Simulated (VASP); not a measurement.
Runs of VASP 6.6.1 on MgBe2Te3. The structure is that of space group P6mm (No. 183), or close to it. The cells are those of the table. 

```csv
task,cell,k mesh,cutoff (eV),gap on the mesh (eV),pressure (GPa),relaxed volume (Å³/atom),largest force (eV/Å)
relaxation of cell and atoms,"relaxed from a = 7.554, b = 7.554, c = 3.418 Å, angles 90.0, 90.0, 120.0°, 6 atoms",6 × 6 × 12,600,none,0.0,28.42,0.01
relaxation of cell and atoms,"relaxed from a = 7.721, b = 7.721, c = 3.214 Å, angles 90.0, 90.0, 120.0°, 6 atoms",3 × 3 × 6,600,none,-0.1,27.92,0.02
single point,"a = 7.554, b = 7.554, c = 3.418 Å, angles 90.0, 90.0, 120.0°, 6 atoms",3 × 3 × 6,520,none,0.0,-,(a)
single point,"a = 7.721, b = 7.721, c = 3.214 Å, angles 90.0, 90.0, 120.0°, 6 atoms",3 × 3 × 4,520,none,0.1,-,0.02
single point,"a = 5.911, b = 5.911, c = 4.152 Å, angles 90.0, 90.0, 120.0°, 6 atoms",3 × 3 × 4,520,none,13.5,-,(b)
single point,"a = 7.742, b = 7.742, c = 3.284 Å, angles 90.0, 90.0, 120.0°, 6 atoms",6 × 6 × 12,520,none,0.1,-,0.02
relaxation of cell and atoms,"relaxed from a = 5.911, b = 5.911, c = 4.152 Å, angles 90.0, 90.0, 120.0°, 6 atoms",3 × 3 × 4,600,none,0.1,27.52,0.01
```

Alike in all rows: level PBE; potentials or basis VASP PAW PBE potentials, release 64 (Mg, Be, Te); no spin polarisation; smearing gaussian 0.1 eV.

Question: Estimate the missing entries.

Answer: (a) 0.05; (b) 0.04.

Caveats: some runs use coarse meshes; spin-orbit coupling is left out, which moves the levels of the heavy elements; the volume moved by over 15 % at a fixed basis, so the end points are rough (some runs).

A k mesh can miss the band edges, and the runs leave out spin-orbit coupling on Te.

A gap of «none» marks levels without a gap at the run's occupations.
